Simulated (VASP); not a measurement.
Input of a VASP 6.6.1 run:

File INCAR:

```
PREC = Accurate ; ENCUT = 500
EDIFF = 1E-6 ; ISMEAR = 0
SIGMA = 0.01 ; LREAL = F
LASPH = T ; NELM = 120
ALGO = Normal ; ISIF = 2
LWAVE = F ; LCHARG = F
NBANDS = 19 ; GGA_COMPAT = F
```

Contents of KPOINTS:

```
Automatic mesh
0
Gamma
  2 2 2
```

POSCAR

```
K2S
1.0
    0.0000000000      3.7027186978      3.7027186978
    3.7027186978      0.0000000000      3.7027186978
    3.7027186978      3.7027186978      0.0000000000
K S
2 1
Direct
    0.2500000000      0.2500000000      0.2500000000
    0.7500000000      0.7500000000      0.7500000000
    0.0000000000      0.0000000000      0.0000000000
```

Potentials or basis: VASP PAW LDA potentials, release 64 (K_sv, S).

Launch:

```bash
$ cat potpaw_LDA.64/K_sv/POTCAR potpaw_LDA.64/S/POTCAR > POTCAR
$ mpirun -np 1 vasp_std > vasp.out
```

Task: Predict the band gap on the k mesh.

Result: 2.05 eV (least direct gap 2.26 eV).

Task: Predict the pressure.

Result: -1.6 GPa.

Caveat: the k points lie up to 0.73 Å⁻¹ apart. A k mesh can miss the band edges.
